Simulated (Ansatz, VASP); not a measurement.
This is a calculation of Tl for Ansatz 0.2.0.

Contents of input.yaml:

```yaml
crystal:
  lattice:
    - [-1.9559951735, 1.9559951735, 1.9559951735]
    - [1.9559951735, -1.9559951735, 1.9559951735]
    - [1.9559951735, 1.9559951735, -1.9559951735]
  atoms:
    - { symbol: Tl, position: [0.0, 0.0, 0.0] }
hamiltonian:
  xc: revpbe
  pseudopotentials: { kind: paw_fr }
magnetization:
  noncollinear: true
  spin_orbit: true
kpoints:
  mp_grid: { grid: [10, 10, 10] }
scf:
  occupations: { method: methfessel_paxton, width: 0.1 }
  algorithm: direct_min
  mixing: { preconditioner: resta }
output:
  forces: true
  stress: true
  eigenvalues: true
```

Potentials or basis: Ansatz PAW.

Run with:

```sh
$ ansatz run input.yaml --threads 1 --pin off --max-ram 2560MiB --backend cpu --events-out ev --progress --plain --runs-dir out
```

Problem. Translate it to VASP 6.6.1. Potentials there: VASP PAW PBE potentials, release 64 (Tl_d).

Solution. As run (the cutoff follows the program's own potentials):

INCAR

```
SYSTEM = Tl
PREC = Accurate ; ENCUT = 520
EDIFF = 1E-6 ; ISMEAR = 1
SIGMA = 0.1 ; LREAL = .FALSE.
LASPH = .TRUE. ; NELM = 150
ALGO = Fast ; ISIF = 2
LWAVE = .FALSE. ; LCHARG = .TRUE.
MAGMOM = 0 0 0 ; LORBIT = 11
LSORBIT = .TRUE. ; GGA_COMPAT = .FALSE.
LORBMOM = .TRUE. ; GGA = RE
LVHAR = .TRUE. ; NBANDS = 24
```

KPOINTS

```
Automatic mesh
0
G
  10 10 10
  0 0 0
```

The input POSCAR:

```
Tl
1.0
   -1.9559951735      1.9559951735      1.9559951735
    1.9559951735     -1.9559951735      1.9559951735
    1.9559951735      1.9559951735     -1.9559951735
Tl
1
Direct
    0.0000000000      0.0000000000      0.0000000000
```

Potentials or basis: VASP PAW PBE potentials, release 64 (Tl_d).

Command:

```console
$ cat potpaw_PBE.64/Tl_d/POTCAR > POTCAR
$ mpirun -np 1 vasp_ncl > vasp.out
```

Both were run:

|  | VASP | Ansatz | Ansatz less VASP |
| --- | --- | --- | --- |
| pressure (GPa) | 2.2 | 2.1 | -0.10 |

VASP's potentials were made for PBE, not for revPBE.
